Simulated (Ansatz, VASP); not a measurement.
## Si: VASP beside Ansatz

Contents of INCAR:

```
  PREC = Accurate
  ENCUT = 520
  EDIFF = 1E-6
  ISMEAR = -1
  SIGMA = 0.1
  LREAL = False
  LASPH = True
  NELM = 100
  ALGO = Normal
  ISIF = 2
  LWAVE = False
  LCHARG = False
  GGA = CA
  NBANDS = 16
```

The input KPOINTS:

```
Automatic mesh
0
Gamma
  15 15 4
```

POSCAR

```
Si
1.0
    2.5717149546      0.0000000000      0.0000000000
   -1.2858574773      2.2271704820      0.0000000000
    0.0000000000      0.0000000000      8.5327612793
Si
4
Direct
    0.0000000000      0.0000000000      1.0000000000
    1.0000000000      0.0000000000      0.5000000000
    0.3333333333      0.6666666667      0.2500000000
    0.6666666667      0.3333333333      0.7500000000
```

Input for Ansatz:

```yaml
crystal:
  lattice:
    - [2.5717149546, 0.0, 0.0]
    - [-1.2858574773, 2.227170482, 0.0]
    - [0.0, 0.0, 8.5327612793]
  atoms:
    - { symbol: Si, position: [0.0, 0.0, 1.0] }
    - { symbol: Si, position: [1.0, 0.0, 0.5] }
    - { symbol: Si, position: [0.3333333333, 0.6666666667, 0.25] }
    - { symbol: Si, position: [0.6666666667, 0.3333333333, 0.75] }
hamiltonian:
  xc: lda
  pseudopotentials:
    kind: paw
    azcp:
      Si: "pseudopotentials/Si.paw.azcp"
basis:
  ecutwfc: 420
  fft_grid_basis: typed
kpoints:
  mp_grid: { grid: [15, 15, 4], shift: [0, 0, 0] }
magnetization:
  spin_polarized: false
scf:
  occupations: { method: fermi_dirac, width: 0.1 }
  lower_state_search: "off"
output:
  stress: true
  write_density: true
  write_potential: true
  elf: true
  volumetric_format: npy
```

Alike in both runs: task single point; functional LDA; k mesh 15 × 15 × 4; occupations fermi-dirac, width 0.1 eV; no spin polarisation.

```csv
,VASP,Ansatz
version,VASP 6.6.1,Ansatz 0.2.0
potentials or method,"VASP PAW LDA potentials, release 64 (Si), cutoff 520 eV","plane waves (420 eV) with PAW, scalar-relativistic"
valence electrons in the cell,16,16
```

|  | VASP | Ansatz | Ansatz less VASP |
| --- | --- | --- | --- |
| pressure (GPa) | 15.5 | 15.3 | -0.12 |
| traceless stress, the component that is largest in VASP (GPa) | 2.17 | 2.17 | -0.005 |

Ansatz warns that its potentials were made for another functional, while VASP's fit it. LDA's correlation is that of Perdew and Zunger in VASP and of Perdew and Wang (1992) in Ansatz.
